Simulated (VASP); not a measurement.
A run of VASP 6.6.1:

The input INCAR:

```
SYSTEM = Al3BiO3
ALGO = Normal
EDIFF = 1E-6
EDIFFG = -0.025
ENCUT = 600
GGA = PE
IBRION = 2
ISIF = 3
ISMEAR = 0
LASPH = .TRUE.
LCHARG = .FALSE.
LREAL = .FALSE.
LWAVE = .FALSE.
NELM = 80
NSW = 80
PREC = Accurate
SIGMA = 0.1
```

The input KPOINTS:

```
k-points
0
G
  4 4 4
  0 0 0
```

Contents of POSCAR:

```
Al3BiO3
1.0
    3.0594472082     -3.6384048685     -0.0429476798
    3.0298815226      3.6136620522     -0.0386106483
   -2.0415298451      0.0106634849      4.7524407705
Al Bi O
3 1 3
Direct
    0.6111367958      0.6354860170      0.1081436936
    0.7680636642      0.2978449610      0.5354106705
    0.2872488916      0.7391553103      0.5265641830
    0.1375125071      0.1370427923      0.9724393336
    0.5393774551      0.9465951108      0.3363498922
    0.8800158121      0.4899181920      0.3352271432
    0.6025049240      0.5798176665      0.7579731540
```

Potentials or basis: VASP PAW PBE potentials, release 64 (Al, Bi_d, O).

The run is started by

```sh
$ cat potpaw_PBE.64/Al/POTCAR potpaw_PBE.64/Bi_d/POTCAR potpaw_PBE.64/O/POTCAR > POTCAR
$ mpirun -np 1 vasp_std > vasp.out
```

Hardware: 1 thread of Oxide Virtual Turin-like Processor, on a shared host.

Estimate the wall time of this run.

Wall time 31 min on 1 thread of Oxide Virtual Turin-like Processor (shared host), peak memory 0.29 GiB. Counts: scf iterations 149, k points 36, ion steps 20.
